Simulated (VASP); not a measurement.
# TiB2 (P6/mmm) in VASP: elastic constants with PBEsol

Aim: the elastic constants of TiB2 with PBEsol.

Program: VASP 6.6.1. These are calculated values, not measurements. Logs are shortened: lines on timing, memory, paths and dates and some standing lists are left out, and cuts for length are marked.

## (1) The cell of the first run

It takes space group P6/mmm (No. 191, hexagonal). The conventional cell has a = 3.014 Å, b = 3.014 Å, c = 3.181 Å, α = 90.00°, β = 90.00°, γ = 120.00°. Within 3.2 Å of Ti (site symmetry 6/mmm) lie 12 B at 2.36 Å and 8 Ti at 3.01 to 3.18 Å. B (site symmetry -6m2) has 3 B at 1.74 Å and 6 Ti at 2.36 Å within 2.4 Å.

## (2) Elastic constants, PBEsol

File INCAR:

```
  PREC = Accurate
  ENCUT = 600
  EDIFF = 1E-8
  ISMEAR = -1
  SIGMA = 0.05
  LREAL = F
  LASPH = T
  NELM = 80
  ALGO = Normal
  ISIF = 3
  LWAVE = F
  LCHARG = F
  GGA = PS
  IBRION = 6
  NFREE = 2
  POTIM = 0.015
  NSW = 1
```

File KPOINTS:

```
regular mesh
0
Gamma
  16 16 14
```

File POSCAR:

```
TiB2
1.0
    3.0136820529      0.0000000000      0.0000000000
   -1.5068410264      2.6099252167      0.0000000000
    0.0000000000      0.0000000000      3.1805986746
Ti B
1 2
Direct
    0.0000000000      0.0000000000      0.0000000000
    0.3333333333      0.6666666667      0.5000000000
    0.6666666667      0.3333333333      0.5000000000
```

Potentials or basis: VASP PAW PBE potentials, release 64 (Ti_sv, B).

Run with:

```sh
$ cat potpaw_PBE.64/Ti_sv/POTCAR potpaw_PBE.64/B/POTCAR > POTCAR
$ mpirun -np 1 vasp_std > vasp.out
```

OUTCAR:

```text
PREC = Accurate
   ENCUT = 600
   EDIFF = 1E-8
   ISMEAR = -1
   LREAL = F
   LASPH = T
   NELM = 80
   ISIF = 3
   GGA = PS
   IBRION = 6
   NFREE = 2
   POTIM = 0.015
   NSW = 1

 ion  position               nearest neighbor table
   1  0.000  0.000  0.000-   2 2.36   3 2.36   2 2.36   3 2.36   2 2.36   2 2.36   3 2.36   3 2.36
                             3 2.36   3 2.36   2 2.36   2 2.36
   2  0.333  0.667  0.500-   3 1.74   3 1.74   3 1.74   1 2.36   1 2.36   1 2.36   1 2.36   1 2.36
                             1 2.36
   3  0.667  0.333  0.500-   2 1.74   2 1.74   2 1.74   1 2.36   1 2.36   1 2.36   1 2.36   1 2.36
                             1 2.36

  LATTYP: Found a hexagonal cell.
 ALAT       =     3.0136820529
 C/A-ratio  =     1.0553862746

  Lattice vectors:

 A1 = (   3.0136820529,   0.0000000000,   0.0000000000)
 A2 = (  -1.5068410264,   2.6099252167,   0.0000000000)
 A3 = (   0.0000000000,   0.0000000000,   3.1805986746)

Analysis of symmetry for initial positions (statically):
=====================================================================
 Subroutine PRICEL returns:
 Original cell was already a primitive cell.

 Routine SETGRP: Setting up the symmetry group for a
 hexagonal supercell.

 Subroutine GETGRP returns: Found 24 space group operations
 (whereof 24 operations were pure point group operations)
 out of a pool of 24 trial point group operations.

The static configuration has the point symmetry D_6h.

Analysis of symmetry for dynamics (positions and initial velocities):
=====================================================================
 Subroutine PRICEL returns:
 Original cell was already a primitive cell.

 Routine SETGRP: Setting up the symmetry group for a
 hexagonal supercell.

 Subroutine GETGRP returns: Found 24 space group operations
 (whereof 24 operations were pure point group operations)
 out of a pool of 24 trial point group operations.

The dynamic configuration has the point symmetry D_6h.

 Subroutine INISYM returns: Found 24 space group operations
 (whereof 24 operations are pure point group operations),
 and found     1 'primitive' translations

----------------------------------------------------------------------------------------

                                     Primitive cell

  volume of cell :      25.0170

  direct lattice vectors                    reciprocal lattice vectors
     3.013682053  0.000000000  0.000000000     0.331820007  0.191576370  0.000000000
    -1.506841026  2.609925217  0.000000000     0.000000000  0.383152741  0.000000000
     0.000000000  0.000000000  3.180598675     0.000000000  0.000000000  0.314406218

  length of vectors
     3.013682053  3.013682053  3.180598675     0.383152741  0.383152741  0.314406218

  position of ions in fractional coordinates (direct lattice)
     0.000000000  0.000000000  0.000000000
     0.333333333  0.666666667  0.500000000
     0.666666667  0.333333333  0.500000000

  ion indices of the primitive-cell ions
   primitive index   ion index
                 1           1
                 2           2
                 3           3

----------------------------------------------------------------------------------------

 KPOINTS: regular mesh

Automatic generation of k-mesh.
 Grid dimensions read from file:
 generate k-points for:   16   16   14

 Generating k-lattice:

  Cartesian coordinates                     Fractional coordinates (reciprocal lattice)
     0.020738750  0.011973523  0.000000000     0.062500000  0.000000000  0.000000000
     0.000000000  0.023947046  0.000000000     0.000000000  0.062500000  0.000000000
     0.000000000  0.000000000  0.022457587     0.000000000  0.000000000  0.071428571

  Length of vectors
     0.023947046  0.023947046  0.022457587

  Shift w.r.t. Gamma in fractional coordinates (k-lattice)
     0.000000000  0.000000000  0.000000000

 Subroutine IBZKPT returns following result:
[... 71 lines left out ...]
  Fermi-wavevector in a.u.,A,eV,Ry     =   1.466969  2.772169 29.279703  2.151997
  Thomas-Fermi vector in A             =   2.582643
   LORBIT       =      0    0 simple, 1 ext, 2 COOP (PROOUT), +10 PAW based schemes
   GGA     = PS    functional components
   LHFCALC =     F    Hartree Fock is set to
   AEXX    =    0.0000 exact exchange contribution
   IVDW    =     0    specifies the selected vdW correction
   LEPSILON=     F    determine dielectric tensor
   LRPA    =     F    only Hartree local field effects (RPA)
 finite differences with symmetry
 non-spin polarized calculation
  energy-cutoff  :      600.00
  volume of cell :       25.02
 maximum number of plane-waves:       852
   NGX = 13   NGY = 13   NGZ = 13

--------------------------------------- Ionic step        1  -------------------------------------------

 number of electron      18.0000004 magnetization

 Free energy of the ion-electron system (eV)
  ---------------------------------------------------
  ext. energy  EPLUGINS =         0.00000000
  ---------------------------------------------------
  free energy    TOTEN  =       -25.79615053 eV

  energy without entropy =      -25.79398278  energy(sigma->0) =      -25.79506666

------------------------ aborting loop because EDIFF is reached ----------------------------------------

  FORCE on cell =-STRESS in cart. coord.  units (eV):
  Direction    XX          YY          ZZ          XY          YZ          ZX
  --------------------------------------------------------------------------------------
  -------------------------------------------------------------------------------------
  Total        0.2205806      0.2205806      0.1865977      0.0000000      0.0000000     -0.0000000
  in kB       14.1267881     14.1267881     11.9503995      0.0000000      0.0000000     -0.0000000
  external PRESSURE =      13.4013252 kB  Pullay stress =       0.0000000 kB
[... 92 lines left out ...]
  FREE ENERGIE OF THE ION-ELECTRON SYSTEM (eV)
  ---------------------------------------------------
  free  energy   TOTEN  =       -25.7802574752 eV

  energy  without entropy=      -25.7781510427  energy(sigma->0) =      -25.77920426

[... ionic steps 4 to 18 ...]

--------------------------------------- Ionic step       19  -------------------------------------------

 number of electron      18.0000004 magnetization

------------------------ aborting loop because EDIFF is reached ----------------------------------------
[... 69 lines left out ...]
--------------------------------------- Ionic step       21  -------------------------------------------

 number of electron      18.0000004 magnetization

 Free energy of the ion-electron system (eV)
  ---------------------------------------------------
  ext. energy  EPLUGINS =         0.00000000
  ---------------------------------------------------
  free energy    TOTEN  =       -25.79498913 eV

  energy without entropy =      -25.79280780  energy(sigma->0) =      -25.79389847

 E-fermi :  10.1954     XC(G=0): -12.9959

 val. band max:       10.1715279980   @ k =   0.0625   0.0625   0.3571
 cond. band min:      10.2068808877   @ k =  -0.0000   0.0625   0.3571
 fundamental gap:      0.0353528898
 Fermi energy:        10.1954493086

 k-point     1 :       0.0000    0.0000    0.0000
  band No.  band energies     occupation
      1     -46.4395      2.00000
      2     -22.9000      2.00000
      3     -22.5755      2.00000
      4     -22.5755      2.00000
      5      -3.4085      2.00000
      6       7.4718      2.00000
      7       7.4718      2.00000
      8       7.9459      2.00000
      9       8.0398      2.00000
     10      12.1586      0.00000
     11      12.1586      0.00000
     12      14.0499      0.00000
     13      14.0499      0.00000
[... 354 lines left out ...]
  band No.  band energies     occupation
      1     -46.3861      2.00000
      2     -22.9167      2.00000
      3     -22.8330      2.00000
      4     -22.7183      2.00000
      5      -0.8112      2.00000
      6       3.4565      2.00000
      7       4.9980      2.00000
      8       7.2738      2.00000
      9       9.8058      1.99917
     10      10.4613      0.00977
     11      11.5278      0.00000
     12      13.3967      0.00000
     13      15.5890      0.00000

 [... further k-points ...]

------------------------ aborting loop because EDIFF is reached ----------------------------------------

  FORCE on cell =-STRESS in cart. coord.  units (eV):
  Direction    XX          YY          ZZ          XY          YZ          ZX
  --------------------------------------------------------------------------------------
  -------------------------------------------------------------------------------------
  Total        0.2223606      0.2223606      0.1882980      0.0000000      0.0000000     -0.0000000
  in kB       14.2407892     14.2407892     12.0592924      0.0000000      0.0000000     -0.0000000
  external PRESSURE =      13.5136236 kB  Pullay stress =       0.0000000 kB
[... 18 lines left out ...]
  FREE ENERGIE OF THE ION-ELECTRON SYSTEM (eV)
  ---------------------------------------------------
  free  energy   TOTEN  =       -25.7949891328 eV

  energy  without entropy=      -25.7928078028  energy(sigma->0) =      -25.79389847

 INTERNAL STRAIN TENSORS FROM STRAINED CELLS
 ============================================

 INTERNAL STRAIN TENSOR FOR ION    1 for displacements in x,y,z  (eV/Angst):
          X           Y           Z          XY          YZ          ZX
  --------------------------------------------------------------------------------
  x    -0.00000     0.00000     0.00000    -0.00000     0.00000     0.00000
  y     0.00000     0.00000     0.00000     0.00000     0.00000    -0.00000
  z     0.00000     0.00000    -0.00000     0.00000     0.00000     0.00000

 INTERNAL STRAIN TENSORS FROM DISPLACED ATOMS
 ============================================

 INTERNAL STRAIN TENSOR FOR ION    1 for displacements in x,y,z  (eV/Angst):
          X           Y           Z          XY          YZ          ZX
  --------------------------------------------------------------------------------
  x     0.00000     0.00000     0.00000     0.00000     0.00000     0.00000
  y     0.00000     0.00000     0.00000     0.00000     0.00000     0.00000
  z     0.00000     0.00000     0.00000     0.00000     0.00000     0.00000

 INTERNAL STRAIN TENSOR FOR ION    3 for displacements in x,y,z  (eV/Angst):
          X           Y           Z          XY          YZ          ZX
  --------------------------------------------------------------------------------
  x     0.00000    -0.00000    -0.00000     3.75318     0.00000     0.00000
  y     3.75318    -3.75318     0.00000    -0.00000     0.00000     0.00000
  z     0.00000     0.00000     0.00000     0.00000     0.00000     0.00000

 Eigenvectors and eigenvalues of the dynamical matrix
 ----------------------------------------------------

   1 f  =   27.418499 THz   172.275508 2PiTHz  914.582672 cm-1   113.393748 meV
             X         Y         Z           dx          dy          dz
      0.000000  0.000000  0.000000     0.000000   -0.000000    0.000000
     -0.000000  1.739950  1.590299     0.638496    0.303847   -0.000000
      1.506841  0.869975  1.590299    -0.638496   -0.303847    0.000000
[... 43 lines left out ...]
   9 f/i=    0.002896 THz     0.018197 2PiTHz    0.096604 cm-1     0.011977 meV
             X         Y         Z           dx          dy          dz
      0.000000  0.000000  0.000000     0.000000   -0.000000    0.829900
     -0.000000  1.739950  1.590299     0.000000   -0.000000    0.394504
      1.506841  0.869975  1.590299     0.000000   -0.000000    0.394504

--------------------------------------------------------------------------------------------------------

 ELASTIC MODULI CONTR FROM IONIC RELAXATION (kBar)
 Direction    XX          YY          ZZ          XY          YZ          ZX
 --------------------------------------------------------------------------------
 XX         -54.2566     54.2566      0.0000     -0.0000     -0.0000     -0.0000
 YY          54.2566    -54.2566      0.0000     -0.0000      0.0000      0.0000
 ZZ           0.0000      0.0000     -0.0000      0.0000      0.0000      0.0000
 XY          -0.0000     -0.0000      0.0000    -54.2566     -0.0000     -0.0000
 YZ          -0.0000      0.0000      0.0000     -0.0000     -0.0000     -0.0000
 ZX          -0.0000      0.0000      0.0000     -0.0000     -0.0000     -0.0000
 --------------------------------------------------------------------------------

 TOTAL ELASTIC MODULI (kBar)
 Direction    XX          YY          ZZ          XY          YZ          ZX
 --------------------------------------------------------------------------------
 XX        6893.1144    695.0402   1097.6298      0.0000      0.0000     -0.0000
 YY         695.0402   6893.1144   1097.6298      0.0000     -0.0000      0.0000
 ZZ        1097.6298   1097.6298   4843.8599      0.0000      0.0000     -0.0000
 XY           0.0000      0.0000      0.0000   3099.0371     -0.0000      0.0000
 YZ          -0.0000     -0.0000      0.0000     -0.0000   2813.0594      0.0000
 ZX           0.0000      0.0000     -0.0000     -0.0000      0.0000   2813.0590
 --------------------------------------------------------------------------------
```

Run time: 31 min. Hardware: 1 thread of AMD EPYC 9R45 (Zen 5), shared host; peak memory 0.8 GiB.

What came out:

- Voigt bulk modulus: 271 GPa
- Highest phonon frequency at Γ: 915 cm⁻¹

Phonon frequencies in cm⁻¹ (negative: imaginary):
```tsv
q point	frequencies
(0.000, 0.000, 0.000)	0 0 0 530 530 534 568 915 915
```

Elastic tensor in Voigt notation (GPa, in the Cartesian axes of the cell as first typed):
```
689  70 110   0   0   0
 70 689 110   0   0   0
110 110 484   0   0   0
  0   0   0 281   0   0
  0   0   0   0 281   0
  0   0   0   0   0 310
```

Clamped-ion elastic tensor (GPa):
```
695  64 110   0   0   0
 64 695 110   0   0   0
110 110 484   0   0   0
  0   0   0 281   0   0
  0   0   0   0 281   0
  0   0   0   0   0 315
```

Caveat: the cell is under stress, which shifts elastic constants; the PAW data sets were made with another functional, which shifts forces and pressure a little.
